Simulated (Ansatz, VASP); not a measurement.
# One calculation of In, two programs

INCAR

```
SYSTEM = In
ALGO = Normal ; EDIFF = 1E-7
EDIFFG = -0.01 ; ENCUT = 600
GGA = RP ; IBRION = 2
ISIF = 3 ; ISMEAR = -1
LASPH = .TRUE. ; LCHARG = .FALSE.
LREAL = .FALSE. ; LWAVE = .FALSE.
NELM = 80 ; NSW = 80
PREC = Accurate ; SIGMA = 0.1
```

KPOINTS

```
k-points
0
G
  12 12 12
  0 0 0
```

Contents of POSCAR:

```
In
1.0
   -1.8696844469      1.8696844469      1.8696844469
    1.8696844469     -1.8696844469      1.8696844469
    1.8696844469      1.8696844469     -1.8696844469
In
1
Direct
    0.0000000000      0.0000000000      0.0000000000
```

Input for Ansatz:

```yaml
crystal:
  lattice:
    - [-1.8696844469, 1.8696844469, 1.8696844469]
    - [1.8696844469, -1.8696844469, 1.8696844469]
    - [1.8696844469, 1.8696844469, -1.8696844469]
  atoms:
    - { symbol: In, position: [0.0, 0.0, 0.0] }
hamiltonian:
  xc: rpbe
  pseudopotentials:
    kind: paw
    azcp:
      In: "pseudopotentials/In.paw.azcp"
basis:
  ecutwfc: 420
  fft_grid_basis: typed
kpoints:
  mp_grid: { grid: [12, 12, 12], shift: [0, 0, 0] }
magnetization:
  spin_polarized: false
scf:
  occupations: { method: fermi_dirac, width: 0.1 }
relax:
  max_steps: 60
  f_tol: 0.01
  cell: {}
```

Alike in both runs: task relaxation of cell and atoms; functional RPBE; k mesh 12 × 12 × 12; occupations fermi-dirac, width 0.1 eV; no spin polarisation.

|  | VASP | Ansatz |
| --- | --- | --- |
| version | VASP 6.6.1 | Ansatz 0.2.0 |
| potentials or method | VASP PAW PBE potentials, release 64 (In_d), cutoff 600 eV | plane waves (420 eV) with PAW, scalar-relativistic |
| valence electrons in the cell | 13 | 13 |

VASP gave:

* relaxed volume (Å³/atom): 29.18
* relaxed cell length with the largest relative difference (Å): 3.359

Task: Which values does Ansatz return?

Result: Relaxed volume (Å³/atom): 29.19; relaxed cell length with the largest relative difference (Å): 3.359.

VASP's potentials were made for PBE, not for RPBE.
